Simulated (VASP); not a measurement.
CO2, 3 atoms in the cell. The cell holds a molecule in a box, 3 atoms: a = 10.300 Å, b = 10.500 Å, c = 10.700 Å, α = 90.00°, β = 90.00°, γ = 90.00°. 

* Program: VASP 6.6.1
* Task: single point
* Functional: PBE
* Dispersion: D3(BJ)
* Potentials or basis: VASP PAW PBE potentials, release 64 (C_h, O_h)
* Cutoff: 1000 eV
* k mesh: 1 × 1 × 1
* Occupations: gaussian, width 0.01 eV
* Spin: no spin polarisation
* Dipole correction: no
* Further INCAR settings: ALGO = Normal; EDIFF = 1e-06; NBANDS = 15; NELMDL = -8

Potentials or basis: VASP PAW PBE potentials, release 64 (C_h, O_h).

The run is started by

```sh
$ cat potpaw_PBE.64/C_h/POTCAR potpaw_PBE.64/O_h/POTCAR > POTCAR
$ mpirun -np 1 vasp_gam > vasp.out
```

Hardware: 1 thread of Intel(R) Xeon(R) Platinum 8259CL CPU @ 2.50GHz (Skylake/Cascade Lake) (shared host).

Task: Estimate the wall time of this run.

Result: Run time: 4.1 min on 1 thread of Intel(R) Xeon(R) Platinum 8259CL CPU @ 2.50GHz (Skylake/Cascade Lake) (shared host), peak memory 1.8 GiB. Counts: scf iterations 24, k points 1.
